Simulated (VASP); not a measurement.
# Bi (Im-3m) in VASP: a series of runs

Bi is run at these levels: PBEsol; tasks: single point, relaxation of cell and atoms.

Program: VASP 6.6.1. These are calculated values, not measurements. Logs are shortened: lines on timing, memory, paths and dates and some standing lists are left out, and cuts for length are marked.

**1. The cell of the first run**

Symmetry: Im-3m, No. 229, cubic system. Conventional cell: a = 3.754 Å, b = 3.754 Å, c = 3.754 Å, α = 90.00°, β = 90.00°, γ = 90.00°. Within 4.3 Å of Bi (site symmetry m-3m) lie 14 Bi at 3.25 to 3.75 Å.

**2. Single point, PBEsol**

INCAR reads:

```
PREC = Accurate
ENCUT = 520
EDIFF = 1E-7
ISMEAR = 0
SIGMA = 0.03
LREAL = False
LASPH = True
NELM = 100
ALGO = Normal
ISIF = 2
LWAVE = False
LCHARG = True
GGA = PS
LELF = True
LVHAR = True
NBANDS = 14
```

KPOINTS reads:

```
Automatic mesh
0
Gamma
  22 22 22
```

POSCAR reads:

```
Bi
1.0
   -1.8769138959      1.8769138959      1.8769138959
    1.8769138959     -1.8769138959      1.8769138959
    1.8769138959      1.8769138959     -1.8769138959
Bi
1
Direct
    0.0000000000      0.0000000000      0.0000000000
```

Potentials or basis: VASP PAW PBE potentials, release 64 (Bi_d).

On the command line:

```bash
$ cat potpaw_PBE.64/Bi_d/POTCAR > POTCAR
$ mpirun -np 1 vasp_std > vasp.out
```

OUTCAR:

```text
PREC = Accurate
   ENCUT = 520
   EDIFF = 1E-7
   ISMEAR = 0
   LREAL = False
   LASPH = True
   NELM = 100
   ISIF = 2
   GGA = PS

 ion  position               nearest neighbor table
   1  0.000  0.000  0.000-

  LATTYP: Found a body centered cubic cell.
 ALAT       =     3.7538277918

  Lattice vectors:

 A1 = (  -1.8769138959,   1.8769138959,   1.8769138959)
 A2 = (   1.8769138959,  -1.8769138959,   1.8769138959)
 A3 = (   1.8769138959,   1.8769138959,  -1.8769138959)

Analysis of symmetry for initial positions (statically):
=====================================================================
 Subroutine PRICEL returns:
 Original cell was already a primitive cell.

 Routine SETGRP: Setting up the symmetry group for a
 body centered cubic supercell.

 Subroutine GETGRP returns: Found 48 space group operations
 (whereof 48 operations were pure point group operations)
 out of a pool of 48 trial point group operations.

The static configuration has the point symmetry O_h .

Analysis of symmetry for dynamics (positions and initial velocities):
=====================================================================
 Subroutine PRICEL returns:
 Original cell was already a primitive cell.

 Routine SETGRP: Setting up the symmetry group for a
 body centered cubic supercell.

 Subroutine GETGRP returns: Found 48 space group operations
 (whereof 48 operations were pure point group operations)
 out of a pool of 48 trial point group operations.

The dynamic configuration has the point symmetry O_h .

 Subroutine INISYM returns: Found 48 space group operations
 (whereof 48 operations are pure point group operations),
 and found     1 'primitive' translations

----------------------------------------------------------------------------------------

                                     Primitive cell

  volume of cell :      26.4480

  direct lattice vectors                    reciprocal lattice vectors
    -1.876913896  1.876913896  1.876913896     0.000000000  0.266394746  0.266394746
     1.876913896 -1.876913896  1.876913896     0.266394746  0.000000000  0.266394746
     1.876913896  1.876913896 -1.876913896     0.266394746  0.266394746  0.000000000

  length of vectors
     3.250910229  3.250910229  3.250910229     0.376739062  0.376739062  0.376739062

  position of ions in fractional coordinates (direct lattice)
     0.000000000  0.000000000  0.000000000

  ion indices of the primitive-cell ions
   primitive index   ion index
                 1           1

----------------------------------------------------------------------------------------

 KPOINTS: Automatic mesh

Automatic generation of k-mesh.
 Grid dimensions read from file:
 generate k-points for:   22   22   22

 Generating k-lattice:

  Cartesian coordinates                     Fractional coordinates (reciprocal lattice)
     0.000000000  0.012108852  0.012108852     0.045454545  0.000000000  0.000000000
     0.012108852  0.000000000  0.012108852     0.000000000  0.045454545  0.000000000
     0.012108852  0.012108852  0.000000000     0.000000000  0.000000000  0.045454545

  Length of vectors
     0.017124503  0.017124503  0.017124503

  Shift w.r.t. Gamma in fractional coordinates (k-lattice)
     0.000000000  0.000000000  0.000000000

 Subroutine IBZKPT returns following result:
 ===========================================

 Found    328 irreducible k-points:

 Following reciprocal coordinates:
            Coordinates               Weight
  0.000000  0.000000  0.000000      1.000000
  0.045455  0.000000  0.000000     12.000000
  0.090909  0.000000  0.000000     12.000000
  0.136364  0.000000  0.000000     12.000000
  0.181818  0.000000  0.000000     12.000000
  0.227273  0.000000  0.000000     12.000000
[... 16 lines left out ...]
  0.090909  0.090909  0.000000     24.000000
  0.136364  0.090909 -0.000000     48.000000
 [... further k-points ...]
   k-points           NKPTS =    328   k-points in BZ     NKDIM =    328   number of bands    NBANDS=     14
   number of dos      NEDOS =    301   number of ions     NIONS =      1
   total plane-waves  NPLWV =  13824
   dimension x,y,z NGX =    24 NGY =   24 NGZ =   24
   dimension x,y,z NGXF=    48 NGYF=   48 NGZF=   48
   ions per type =               1
   NGX,Y,Z   is equivalent  to a cutoff of  12.27, 12.27, 12.27 a.u.
   NGXF,Y,Z  is equivalent  to a cutoff of  24.55, 24.55, 24.55 a.u.
 SYSTEM =  unknown system
   PREC   = accura    normal or accurate (medium, high low for compatibility)
   ISTART =      0    job   : 0-new  1-cont  2-samecut
   ICHARG =      2    charge: 1-file 2-atom 10-const
   ISPIN  =      1    spin polarized calculation?
   LNONCOLLINEAR =      F non collinear calculations
   LSORBIT =      F    spin-orbit coupling
   LASPH  =      T    aspherical Exc in radial PAW
   ENCUT  =  520.0 eV  38.22 Ry    6.18 a.u.   6.04  6.04  6.04*2*pi/ulx,y,z
   NELM   =    100;   NELMIN=  2; NELMDL= -5     # of ELM steps
   EDIFF  = 0.1E-06   stopping-criterion for ELM
   LREAL  =      F    real-space projection
   EDIFFG = 0.1E-05   stopping-criterion for IOM
   NSW    =      0    number of steps for IOM
   IBRION =     -1    ionic relax: 0-MD 1-quasi-New 2-CG
   NFREE  =      0    steps in history (QN), initial steepest desc. (CG)
   ISIF   =      2    stress and relaxation
   ISYM   =      2    0-nonsym 1-usesym 2-fastsym
   POTIM  = 0.5000    time-step for ionic-motion
   TEBEG  =    0.0;   TEEND  =   0.0 temperature during run
   PSTRESS=    0.0 pullay stress
   NELECT =      15.0000    total number of electrons
   NUPDOWN=      -1.0000    fix difference up-down
   EMIN   =  10.00;   EMAX   =-10.00  energy-range for DOS
   EFERMI =   0.00;   METHOD = LEGACY
   ISMEAR =     0;   SIGMA  =   0.03  broadening in eV -4-tet -1-fermi 0-gaus
   EFERMI_NEDOS =   21; number of points for ismear=-14 and -15
   IALGO  =     38    algorithm
   IMIX   =      4    mixing-type and parameters
     AMIX     =   0.40;   BMIX     =  1.00
     AMIX_MAG =   1.60;   BMIX_MAG =  1.00
  volume/ion in A,a.u.               =      26.45       178.48
  Fermi-wavevector in a.u.,A,eV,Ry     =   1.355109  2.560785 24.984657  1.836320
  Thomas-Fermi vector in A             =   2.482224
   LORBIT       =      0    0 simple, 1 ext, 2 COOP (PROOUT), +10 PAW based schemes
   GGA     = PS    functional components
   LHFCALC =     F    Hartree Fock is set to
   AEXX    =    0.0000 exact exchange contribution
   IVDW    =     0    specifies the selected vdW correction
   LEPSILON=     F    determine dielectric tensor
   LRPA    =     F    only Hartree local field effects (RPA)
 non-spin polarized calculation
 Gauss-broadening in eV      SIGMA  =   0.03
  energy-cutoff  :      520.00
  volume of cell :       26.45
 maximum number of plane-waves:       726
   NGX = 13   NGY = 13   NGZ = 13

 number of electron      14.9999992 magnetization

 Free energy of the ion-electron system (eV)
  ---------------------------------------------------
  ext. energy  EPLUGINS =         0.00000000
  ---------------------------------------------------
  free energy    TOTEN  =        -4.12149716 eV

  energy without entropy =       -4.12126443  energy(sigma->0) =       -4.12138079

 E-fermi :   9.9412     XC(G=0): -11.2391

 val. band max:        9.9379170072   @ k =   0.1818   0.0455   0.0455
 cond. band min:       9.9646584160   @ k =   0.1818   0.1818   0.0909
 fundamental gap:      0.0267414088
 Fermi energy:         9.9412013682

 k-point     1 :       0.0000    0.0000    0.0000
  band No.  band energies     occupation
      1     -13.1895      2.00000
      2     -13.1895      2.00000
      3     -13.1895      2.00000
      4     -12.9700      2.00000
      5     -12.9700      2.00000
      6      -4.8614      2.00000
      7      16.3338      0.00000
      8      16.3338      0.00000
      9      16.3338      0.00000
     10      20.4020      0.00000
     11      20.4020      0.00000
     12      20.4020      0.00000
     13      21.3648      0.00000
     14      22.7616      0.00000

 k-point     2 :       0.0455    0.0000    0.0000
  band No.  band energies     occupation
      1     -13.1910      2.00000
      2     -13.1873      2.00000
      3     -13.1825      2.00000
      4     -12.9717      2.00000
      5     -12.9702      2.00000
      6      -4.8158      2.00000
      7      15.8130      0.00000
      8      16.1692      0.00000
      9      16.2770      0.00000
     10      20.0288      0.00000
     11      20.2598      0.00000
     12      20.3462      0.00000
     13      21.7045      0.00000
     14      22.9709      0.00000

 k-point     3 :       0.0909    0.0000    0.0000
  band No.  band energies     occupation
      1     -13.1953      2.00000
      2     -13.1811      2.00000
      3     -13.1620      2.00000
      4     -12.9766      2.00000
      5     -12.9708      2.00000
      6      -4.6788      2.00000
      7      14.5986      0.00000
      8      15.7347      0.00000
      9      16.1073      0.00000
     10      19.3777      0.00000
     11      19.9353      0.00000
     12      20.2607      0.00000
     13      22.2862      0.00000
     14      23.5161      0.00000
[... 324 lines left out ...]
 k-point    23 :       0.0909    0.0909    0.0000
  band No.  band energies     occupation
      1     -13.1969      2.00000
      2     -13.1779      2.00000
      3     -13.1095      2.00000
      4     -12.9876      2.00000
      5     -12.9724      2.00000
      6      -4.3146      2.00000
      7      12.5946      0.00000
      8      14.5747      0.00000
      9      15.4061      0.00000
     10      19.2019      0.00000
     11      19.2643      0.00000
     12      20.5574      0.00000
     13      22.7081      0.00000
     14      23.6455      0.00000

 k-point    24 :       0.1364    0.0909   -0.0000
  band No.  band energies     occupation
      1     -13.2028      2.00000
      2     -13.1695      2.00000
      3     -13.0708      2.00000
      4     -12.9948      2.00000
      5     -12.9737      2.00000
      6      -3.9980      2.00000
      7      11.3001      0.00000
      8      13.7511      0.00000
      9      15.0015      0.00000
     10      18.8276      0.00000
     11      19.3661      0.00000
     12      20.6015      0.00000
     13      23.1658      0.00000
     14      23.9670      0.00000

 [... further k-points ...]
[... 5 lines left out ...]
  --------------------------------------------------------------------------------------
  -------------------------------------------------------------------------------------
  Total        1.6587807      1.6587807      1.6587807      0.0000000      0.0000000     -0.0000000
  in kB      100.4862189    100.4862189    100.4862189      0.0000000      0.0000000     -0.0000000
  external PRESSURE =     100.4862189 kB  Pullay stress =       0.0000000 kB

 VOLUME and BASIS-vectors are now :
 -----------------------------------------------------------------------------
  energy-cutoff  :      520.00
  volume of cell :       26.45
      direct lattice vectors                 reciprocal lattice vectors
    -1.876913896  1.876913896  1.876913896     0.000000000  0.266394746  0.266394746
     1.876913896 -1.876913896  1.876913896     0.266394746  0.000000000  0.266394746
     1.876913896  1.876913896 -1.876913896     0.266394746  0.266394746  0.000000000

 POSITION                                       TOTAL-FORCE (eV/Angst)
 -----------------------------------------------------------------------------------
      0.00000      0.00000      0.00000        -0.000000      0.000000     -0.000000
 -----------------------------------------------------------------------------------
    total drift:                               -0.000000      0.000000      0.000000

  FREE ENERGIE OF THE ION-ELECTRON SYSTEM (eV)
  ---------------------------------------------------
  free  energy   TOTEN  =        -4.1214971631 eV

  energy  without entropy=       -4.1212644255  energy(sigma->0) =       -4.12138079
```

Wall time 85 s (1 thread of AMD EPYC 7R43 (Zen 3), shared host); peak memory 0.19 GiB.

Results:

```yaml
Free_energy: -4.1215 eV
Pressure: 10.0 GPa
```

Caveat: the PAW data sets were made with another functional, which shifts forces and pressure a little; spin-orbit coupling is left out, which moves the levels of the heavy elements.

**3. Relaxation of cell and atoms, PBEsol, target pressure 10.1 GPa, at which the enthalpy is minimised**

INCAR reads:

```
SYSTEM = Bi
ALGO = Normal
EDIFF = 1E-6
EDIFFG = -0.002
ENCUT = 600
GGA = PS
IBRION = 2
ISIF = 3
ISMEAR = 0
LASPH = .TRUE.
LCHARG = .FALSE.
LREAL = .FALSE.
LWAVE = .FALSE.
NELM = 100
NSW = 100
PREC = Accurate
PSTRESS = 101.0
SIGMA = 0.03
```

KPOINTS reads:

```
k-points
0
G
  22 22 22
  0 0 0
```

POSCAR is that of step 2.

Potentials or basis: VASP PAW PBE potentials, release 64 (Bi_d).

On the command line:

```bash
$ cat potpaw_PBE.64/Bi_d/POTCAR > POTCAR
$ mpirun -np 1 vasp_std > vasp.out
```

It took 94 s on 1 thread of AMD EPYC 7R43 (Zen 3), shared host; peak memory 0.21 GiB.

Results (log left out):

* Free energy: -4.1218 eV
* Pressure after relaxing: 10.1 GPa

Final structure:
```cif
data_structure
_symmetry_space_group_name_H-M 'P 1'
_symmetry_Int_Tables_number 1
_cell_length_a 3.2509
_cell_length_b 3.2509
_cell_length_c 3.2509
_cell_angle_alpha 109.471
_cell_angle_beta 109.471
_cell_angle_gamma 109.471
_cell_volume 26.45
loop_
_atom_site_label
_atom_site_type_symbol
_atom_site_fract_x
_atom_site_fract_y
_atom_site_fract_z
_atom_site_occupancy
Bi1 Bi 0.00000 0.00000 0.00000 1
```

Levels at points of the mesh, in eV from the Fermi level:
```
           k point  band 4  band 5  band 6  band 7  band 8  band 9  band 10  band 11
(0.00, 0.00, 0.00)  -22.91  -22.91  -14.80    6.39    6.39    6.39    10.46    10.46
(0.50, 0.00, 0.00)  -22.92  -22.77  -10.73   -6.12    1.89    3.86     6.61     8.03
(0.50, 0.50, 0.50)  -22.81  -22.81   -7.80   -2.21   -2.21   -2.21     3.37     3.37
```

Caveat: the relaxation stopped at its first step, so nothing moved; the cell is relaxed towards a set pressure, so the enthalpy falls and the energy may rise; the PAW data sets were made with another functional, which shifts forces and pressure a little; spin-orbit coupling is left out, which moves the levels of the heavy elements.

[end of part 1 of 2]
